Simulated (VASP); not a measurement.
Set up this calculation in VASP 6.6.1, as the native input.

```
Task                   : single point
Functional             : r2SCAN
Potentials or basis    : VASP PAW PBE potentials, release 64 (Ti_sv, Si)
Cutoff                 : 520 eV
k mesh                 : 20 × 20 × 14
Occupations            : gaussian, width 0.1 eV
Spin                   : no spin polarisation
Dipole correction      : no
Further INCAR settings : ALGO = Normal; EDIFF = 1e-06; NBANDS = 15
```

TiSi:

```
Ti Si
1.0
     1.81618   -2.11762    0.00000
     1.81618    2.11762    0.00000
     0.00000    0.00000    3.80393
Ti Si
1 1
Cartesian
  1.8162 0.0000 0.0000
  0.0000 0.0000 1.9020
```

One way to write it, as run:

POSCAR

```
TiSi
1.0
    1.8161780000     -2.1176240000      0.0000000000
    1.8161780000      2.1176240000      0.0000000000
    0.0000000000      0.0000000000      3.8039340000
Ti Si
1 1
Direct
    0.5000000000      0.5000000000      0.0000000000
    0.0000000000      0.0000000000      0.5000000000
```

INCAR.step1

```
SYSTEM = TiSi
PREC = Accurate
ENCUT = 520
ISMEAR = 0
SIGMA = 0.1
LREAL = .False.
LASPH = .True.
NELM = 80
NBANDS = 15
GGA = PE
ALGO = Normal
EDIFF = 1E-4
LWAVE = .True.
LCHARG = .False.
```

INCAR.step2

```
SYSTEM = TiSi
PREC = Accurate
ENCUT = 520
EDIFF = 1E-6
ISMEAR = 0
SIGMA = 0.1
LREAL = .False.
LASPH = .True.
NELM = 80
ALGO = Normal
ISIF = 2
LWAVE = .False.
LCHARG = .False.
METAGGA = R2SCAN
LMIXTAU = .True.
NBANDS = 15
ISTART = 1
```

KPOINTS

```
Automatic mesh
0
Gamma
  20 20 14
  0 0 0
```

Potentials or basis: VASP PAW PBE potentials, release 64 (Ti_sv, Si).

Launch:

```sh
$ cat potpaw_PBE.64/Ti_sv/POTCAR potpaw_PBE.64/Si/POTCAR > POTCAR
$ cp INCAR.step1 INCAR
$ mpirun -np 1 vasp_std > vasp.out
$ cp INCAR.step2 INCAR
$ mpirun -np 1 vasp_std > vasp.out
```

Results of the run:

- Pressure: -1.4 GPa
- Band gap on the k mesh: zero (bands 8 and 9 overlap by 1.68 eV)

Caveat: the PAW data sets were made with another functional, which shifts forces and pressure a little.

It took 6.8 min on 1 thread of Intel(R) Xeon(R) 6975P-C (Granite Rapids), on a shared host, peak memory 0.48 GiB.
